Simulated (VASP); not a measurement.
Here is a VASP 6.6.1 calculation.

File INCAR:

```
SYSTEM = Cu12Si
ALGO     = Normal         ! electronic algorithm
DIPOL    = 0.5 0.5 0.302
EDIFF    = 1E-7           ! SCF threshold, eV
ENCUT    = 520            ! plane-wave cutoff, eV
GGA      = PE             ! functional
IDIPOL   = 3            
ISIF     = 2              ! what is computed and relaxed
ISMEAR   = 0              ! smearing method
IVDW     = 12             ! dispersion correction
LASPH    = .TRUE.         ! aspherical terms in the spheres
LCHARG   = .FALSE.        ! write CHGCAR
LDIPOL   = .TRUE.       
LREAL    = .FALSE.        ! projectors in reciprocal space
LWAVE    = .FALSE.        ! write WAVECAR
NBANDS   = 80             ! bands
NELM     = 60             ! most SCF steps
PREC     = Accurate       ! precision mode
SIGMA    = 0.1            ! smearing width, eV
```

KPOINTS

```
k-points
0
G
  6 6 1
  0 0 0
```

File POSCAR:

```
Cu12Si
1.0
    5.0378287988      0.0000000000      0.0000000000
   -2.5189143994      4.3628877197      0.0000000000
    0.0000000000      0.0000000000     21.1210738952
Cu Si
12 1
Direct
    0.3333333333      0.1666666667      0.1893843097
    0.3333333333      0.6666666667      0.1893843097
    0.8333333333      0.1666666667      0.1893843097
    0.8333333333      0.6666666667      0.1893843097
    0.1666666667      0.3333333333      0.2869418959
    0.1666666667      0.8333333333      0.2869418959
    0.6666666667      0.3333333333      0.2869418959
    0.6666666667      0.8333333333      0.2869418959
    0.0000000000      0.0000000000      0.3845009934
    0.0000000000      0.5000000000      0.3845009934
    0.5000000000      0.0000000000      0.3845009934
    0.5000000000      0.5000000000      0.3845009934
    0.0000000000      0.0000000000      0.4886623638
```

Potentials or basis: VASP PAW PBE potentials, release 64 (Cu, Si).

Launch:

```bash
$ cat potpaw_PBE.64/Cu/POTCAR potpaw_PBE.64/Si/POTCAR > POTCAR
$ mpirun -np 1 vasp_std > vasp.out
```

**Question.** Predict the dispersion energy per atom.

**Answer.** -0.408 eV.

**Question.** Estimate the band gap on the k mesh.

**Answer.** Zero (bands 68 and 69 overlap by 0.02 eV).

**Question.** Estimate the largest force.

**Answer.** 1.118 eV/Å.

Forces in eV/Å, atoms in the order of the input:
```
Cu  -0.008 -0.004 -0.030
Cu   0.000  0.000 -0.021
Cu   0.008 -0.004 -0.030
Cu   0.000  0.009 -0.030
Cu   0.000  0.055 -0.027
Cu   0.048 -0.028 -0.027
Cu   0.000  0.000  0.015
Cu  -0.048 -0.028 -0.027
Cu   0.000  0.000 -0.179
Cu   0.024  0.014  0.492
Cu   0.000 -0.028  0.492
Cu  -0.024  0.014  0.492
Si   0.000  0.000 -1.118
```
